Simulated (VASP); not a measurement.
# NbCd3 (Pm-3m) in VASP: single point with r2SCAN

Aim: the single point of NbCd3 with r2SCAN.

All numbers are computed with VASP 6.6.1; they aren't measurements. Logs are shortened: lines on timing, memory, paths and dates and some standing lists are left out, and cuts for length are marked.

## 1. The cell of the first run

The structure is cubic, space group Pm-3m (No. 221). Conventional cell: a = 4.251 Å, b = 4.251 Å, c = 4.251 Å, α = 90.00°, β = 90.00°, γ = 90.00°. Within 4.0 Å of Cd (site symmetry 4/mmm) lie 8 Cd at 3.01 Å and 4 Nb at 3.01 Å. Within 4.0 Å of Nb (site symmetry m-3m) lie 12 Cd at 3.01 Å.

## 2. Single point, r2SCAN

The input, POSCAR:

```
NbCd3
1.0
    4.2509570000      0.0000000000      0.0000000000
    0.0000000000      4.2509570000      0.0000000000
    0.0000000000      0.0000000000      4.2509570000
Cd Nb
3 1
Direct
    0.0000000000      0.5000000000      0.5000000000
    0.5000000000      0.0000000000      0.5000000000
    0.5000000000      0.5000000000      0.0000000000
    0.0000000000      0.0000000000      0.0000000000
```

The input, INCAR.step1:

```
SYSTEM = NbCd3
PREC = Accurate
ENCUT = 520
ISMEAR = 1
SIGMA = 0.1932
LREAL = .FALSE.
LASPH = .TRUE.
NELM = 100
NBANDS = 32
GGA = PE
ALGO = Normal
EDIFF = 1E-4
LWAVE = .TRUE.
LCHARG = .FALSE.
```

The input, INCAR.step2:

```
SYSTEM = NbCd3
PREC = Accurate
ENCUT = 520
EDIFF = 1E-7
ISMEAR = 1
SIGMA = 0.1932
LREAL = .FALSE.
LASPH = .TRUE.
NELM = 100
ALGO = Normal
ISIF = 2
LWAVE = .FALSE.
LCHARG = .FALSE.
METAGGA = R2SCAN
LMIXTAU = .TRUE.
NBANDS = 32
ISTART = 1
```

The input, KPOINTS:

```
Automatic mesh
0
G
  6 6 6
  0 0 0
```

Potentials or basis: VASP PAW PBE potentials, release 64 (Cd, Nb_sv).

Command:

```console
cat potpaw_PBE.64/Cd/POTCAR potpaw_PBE.64/Nb_sv/POTCAR > POTCAR
cp INCAR.step1 INCAR
mpirun -np 1 vasp_std > vasp.out
cp INCAR.step2 INCAR
mpirun -np 1 vasp_std > vasp.out
```

OUTCAR:

```text
SYSTEM = NbCd3
   PREC = Accurate
   ENCUT = 520
   EDIFF = 1E-7
   ISMEAR = 1
   LREAL = .FALSE.
   LASPH = .TRUE.
   NELM = 100
   ISIF = 2
   METAGGA = R2SCAN
   ISTART = 1

 ion  position               nearest neighbor table
   1  0.000  0.500  0.500-   2 3.01   3 3.01   4 3.01   3 3.01   4 3.01   2 3.01   4 3.01   4 3.01
                             2 3.01   3 3.01   3 3.01   2 3.01
   2  0.500  0.000  0.500-   1 3.01   3 3.01   4 3.01   3 3.01   4 3.01   1 3.01   3 3.01   3 3.01
                             1 3.01   4 3.01   4 3.01   1 3.01
   3  0.500  0.500  0.000-   1 3.01   2 3.01   4 3.01   1 3.01   2 3.01   2 3.01   4 3.01   2 3.01
                             1 3.01   4 3.01   1 3.01   4 3.01
   4  0.000  0.000  0.000-   1 3.01   2 3.01   3 3.01   1 3.01   2 3.01   1 3.01   3 3.01   1 3.01
                             2 3.01   3 3.01   2 3.01   3 3.01

  LATTYP: Found a simple cubic cell.
 ALAT       =     4.2509570000

  Lattice vectors:

 A1 = (   4.2509570000,   0.0000000000,   0.0000000000)
 A2 = (   0.0000000000,   4.2509570000,   0.0000000000)
 A3 = (   0.0000000000,   0.0000000000,   4.2509570000)

Analysis of symmetry for initial positions (statically):
=====================================================================
 Subroutine PRICEL returns:
 Original cell was already a primitive cell.

 Routine SETGRP: Setting up the symmetry group for a
 simple cubic supercell.

 Subroutine GETGRP returns: Found 48 space group operations
 (whereof 48 operations were pure point group operations)
 out of a pool of 48 trial point group operations.

The static configuration has the point symmetry O_h .

Analysis of symmetry for dynamics (positions and initial velocities):
=====================================================================
 Subroutine PRICEL returns:
 Original cell was already a primitive cell.

 Routine SETGRP: Setting up the symmetry group for a
 simple cubic supercell.

 Subroutine GETGRP returns: Found 48 space group operations
 (whereof 48 operations were pure point group operations)
 out of a pool of 48 trial point group operations.

The dynamic configuration has the point symmetry O_h .

 Subroutine INISYM returns: Found 48 space group operations
 (whereof 48 operations are pure point group operations),
 and found     1 'primitive' translations

----------------------------------------------------------------------------------------

                                     Primitive cell

  volume of cell :      76.8175

  direct lattice vectors                    reciprocal lattice vectors
     4.250957000  0.000000000  0.000000000     0.235241147  0.000000000  0.000000000
     0.000000000  4.250957000  0.000000000     0.000000000  0.235241147  0.000000000
     0.000000000  0.000000000  4.250957000     0.000000000  0.000000000  0.235241147

  length of vectors
     4.250957000  4.250957000  4.250957000     0.235241147  0.235241147  0.235241147

  position of ions in fractional coordinates (direct lattice)
     0.000000000  0.500000000  0.500000000
     0.500000000  0.000000000  0.500000000
     0.500000000  0.500000000  0.000000000
     0.000000000  0.000000000  0.000000000

  ion indices of the primitive-cell ions
   primitive index   ion index
                 1           1
                 2           2
                 3           3
                 4           4

----------------------------------------------------------------------------------------

 KPOINTS: Automatic mesh

Automatic generation of k-mesh.
 Grid dimensions read from file:
 generate k-points for:    6    6    6

 Generating k-lattice:

  Cartesian coordinates                     Fractional coordinates (reciprocal lattice)
     0.039206858  0.000000000  0.000000000     0.166666667  0.000000000  0.000000000
     0.000000000  0.039206858  0.000000000     0.000000000  0.166666667  0.000000000
     0.000000000  0.000000000  0.039206858     0.000000000  0.000000000  0.166666667

  Length of vectors
     0.039206858  0.039206858  0.039206858

  Shift w.r.t. Gamma in fractional coordinates (k-lattice)
     0.000000000  0.000000000  0.000000000

 Subroutine IBZKPT returns following result:
 ===========================================

 Found     20 irreducible k-points:

 Following reciprocal coordinates:
            Coordinates               Weight
  0.000000  0.000000  0.000000      1.000000
  0.166667  0.000000  0.000000      6.000000
  0.333333  0.000000  0.000000      6.000000
  0.500000  0.000000  0.000000      3.000000
  0.166667  0.166667  0.000000     12.000000
  0.333333  0.166667  0.000000     24.000000
[... 12 lines left out ...]
  0.500000  0.500000  0.333333      6.000000
  0.500000  0.500000  0.500000      1.000000
   k-points           NKPTS =     20   k-points in BZ     NKDIM =     20   number of bands    NBANDS=     32
   number of dos      NEDOS =    301   number of ions     NIONS =      4
   total plane-waves  NPLWV =  32768
   dimension x,y,z NGX =    32 NGY =   32 NGZ =   32
   dimension x,y,z NGXF=    64 NGYF=   64 NGZF=   64
   ions per type =               3   1
   NGX,Y,Z   is equivalent  to a cutoff of  12.51, 12.51, 12.51 a.u.
   NGXF,Y,Z  is equivalent  to a cutoff of  25.03, 25.03, 25.03 a.u.
 SYSTEM =  NbCd3
   PREC   = accura    normal or accurate (medium, high low for compatibility)
   ISTART =      1    job   : 0-new  1-cont  2-samecut
   ICHARG =      0    charge: 1-file 2-atom 10-const
   ISPIN  =      1    spin polarized calculation?
   LNONCOLLINEAR =      F non collinear calculations
   LSORBIT =      F    spin-orbit coupling
   LASPH  =      T    aspherical Exc in radial PAW
   ENCUT  =  520.0 eV  38.22 Ry    6.18 a.u.   7.90  7.90  7.90*2*pi/ulx,y,z
   NELM   =    100;   NELMIN=  2; NELMDL=  0     # of ELM steps
   EDIFF  = 0.1E-06   stopping-criterion for ELM
   LREAL  =      F    real-space projection
   EDIFFG = 0.1E-05   stopping-criterion for IOM
   NSW    =      0    number of steps for IOM
   IBRION =     -1    ionic relax: 0-MD 1-quasi-New 2-CG
   NFREE  =      0    steps in history (QN), initial steepest desc. (CG)
   ISIF   =      2    stress and relaxation
   ISYM   =      2    0-nonsym 1-usesym 2-fastsym
   POTIM  = 0.5000    time-step for ionic-motion
   TEBEG  =    0.0;   TEEND  =   0.0 temperature during run
   PSTRESS=    0.0 pullay stress
   NELECT =      49.0000    total number of electrons
   NUPDOWN=      -1.0000    fix difference up-down
   EMIN   =  10.00;   EMAX   =-10.00  energy-range for DOS
   EFERMI =   0.00;   METHOD = LEGACY
   ISMEAR =     1;   SIGMA  =   0.19  broadening in eV -4-tet -1-fermi 0-gaus
   EFERMI_NEDOS =   21; number of points for ismear=-14 and -15
   IALGO  =     38    algorithm
   IMIX   =      4    mixing-type and parameters
     AMIX     =   0.40;   BMIX     =  1.00
     AMIX_MAG =   1.60;   BMIX_MAG =  1.00
  volume/ion in A,a.u.               =      19.20       129.60
  Fermi-wavevector in a.u.,A,eV,Ry     =   1.409246  2.663089 27.020821  1.985974
  Thomas-Fermi vector in A             =   2.531321
   LORBIT       =      0    0 simple, 1 ext, 2 COOP (PROOUT), +10 PAW based schemes
   METAGGA = R2SCAN    functional components
   LHFCALC =     F    Hartree Fock is set to
   AEXX    =    0.0000 exact exchange contribution
   IVDW    =     0    specifies the selected vdW correction
   LEPSILON=     F    determine dielectric tensor
   LRPA    =     F    only Hartree local field effects (RPA)
 non-spin polarized calculation
 Methfessel and Paxton  Order N= 1 SIGMA  =   0.19
  energy-cutoff  :      520.00
  volume of cell :       76.82
 maximum number of plane-waves:      2103
 NGX is ok and might be reduce to    32
   NGX = 15   NGY = 15   NGZ = 15

 number of electron      49.0000013 magnetization

 Free energy of the ion-electron system (eV)
  ---------------------------------------------------
  ext. energy  EPLUGINS =         0.00000000
  ---------------------------------------------------
  free energy    TOTEN  =       -84.65778196 eV

  energy without entropy =      -84.65168913  energy(sigma->0) =      -84.65575102

 E-fermi :   4.9731     XC(G=0): -12.7630

 val. band max:        4.8975556726   @ k =   0.5000   0.3333   0.0000
 cond. band min:       4.9757251093   @ k =   0.3333   0.3333   0.0000
 fundamental gap:      0.0781694368
 Fermi energy:         4.9731015623

 k-point     1 :       0.0000    0.0000    0.0000
  band No.  band energies     occupation
      1     -51.7989      2.00000
      2     -27.1522      2.00000
      3     -27.1522      2.00000
      4     -27.1522      2.00000
      5      -5.0319      2.00000
      6      -4.8538      2.00000
[... 24 lines left out ...]
     31      11.1186      0.00000
     32      12.9271      0.00000

 k-point     2 :       0.1667    0.0000    0.0000
  band No.  band energies     occupation
      1     -51.7987      2.00000
      2     -27.1578      2.00000
      3     -27.1524      2.00000
      4     -27.1524      2.00000
      5      -4.9391      2.00000
      6      -4.8158      2.00000
[... 24 lines left out ...]
     31      12.4470      0.00000
     32      12.9559      0.00000

 k-point     3 :       0.3333    0.0000    0.0000
  band No.  band energies     occupation
      1     -51.7984      2.00000
      2     -27.1691      2.00000
      3     -27.1529      2.00000
      4     -27.1529      2.00000
      5      -4.7283      2.00000
      6      -4.7135      2.00000
[... 24 lines left out ...]
     31      11.8067      0.00000
     32      11.8067      0.00000

 k-point     4 :       0.5000    0.0000    0.0000
  band No.  band energies     occupation
      1     -51.7982      2.00000
      2     -27.1747      2.00000
      3     -27.1531      2.00000
      4     -27.1531      2.00000
      5      -4.6759      2.00000
      6      -4.5657      2.00000
[... 514 lines left out ...]
     31      10.3619      0.00000
     32      11.1416      0.00000

 k-point    19 :       0.5000    0.5000    0.3333
  band No.  band energies     occupation
      1     -51.7973      2.00000
      2     -27.1680      2.00000
      3     -27.1680      2.00000
      4     -27.1637      2.00000
      5      -4.6463      2.00000
      6      -4.6282      2.00000
[... 24 lines left out ...]
     31       9.6795      0.00000
     32       9.7430      0.00000

 k-point    20 :       0.5000    0.5000    0.5000
  band No.  band energies     occupation
      1     -51.7972      2.00000
      2     -27.1670      2.00000
      3     -27.1670      2.00000
      4     -27.1670      2.00000
      5      -4.7306      2.00000
      6      -4.7044      2.00000
[... 24 lines left out ...]
     31       9.3679      0.00000
     32       9.3679      0.00000

------------------------ aborting loop because EDIFF is reached ----------------------------------------

  FORCE on cell =-STRESS in cart. coord.  units (eV):
  Direction    XX          YY          ZZ          XY          YZ          ZX
  --------------------------------------------------------------------------------------
  -------------------------------------------------------------------------------------
  Total        1.0552574      1.0552574      1.0552574     -0.0000000     -0.0000000      0.0000000
  in kB       22.0094337     22.0094337     22.0094337     -0.0000000     -0.0000000      0.0000000
  external PRESSURE =      22.0094337 kB  Pullay stress =       0.0000000 kB

 VOLUME and BASIS-vectors are now :
 -----------------------------------------------------------------------------
  energy-cutoff  :      520.00
  volume of cell :       76.82
      direct lattice vectors                 reciprocal lattice vectors
     4.250957000  0.000000000  0.000000000     0.235241147  0.000000000  0.000000000
     0.000000000  4.250957000  0.000000000     0.000000000  0.235241147  0.000000000
     0.000000000  0.000000000  4.250957000     0.000000000  0.000000000  0.235241147

 POSITION                                       TOTAL-FORCE (eV/Angst)
 -----------------------------------------------------------------------------------
      0.00000      2.12548      2.12548         0.000000      0.000000      0.000000
      2.12548      0.00000      2.12548         0.000000      0.000000      0.000000
      2.12548      2.12548      0.00000         0.000000      0.000000      0.000000
      0.00000      0.00000      0.00000         0.000000      0.000000      0.000000
 -----------------------------------------------------------------------------------
    total drift:                                0.000000     -0.000000     -0.000000

  FREE ENERGIE OF THE ION-ELECTRON SYSTEM (eV)
  ---------------------------------------------------
  free  energy   TOTEN  =       -84.6577819643 eV

  energy  without entropy=      -84.6516891317  energy(sigma->0) =      -84.65575102
```

Wall time 2.1 min (1 thread of Intel Xeon Platinum 8375C at 2.90GHz (Ice Lake), shared host); peak memory 0.2 GiB.

Results:

| Item | Value |
| --- | --- |
| Free energy | -84.6578 eV |
| Pressure | 2.2 GPa |
| Band gap on the k mesh | zero (an odd number of electrons rules out a gap without spin polarisation) |

Caveat: the PAW data sets were made with another functional, which shifts forces and pressure a little.

The gap in the log of VASP goes by the Fermi energy; the results here count the filled bands.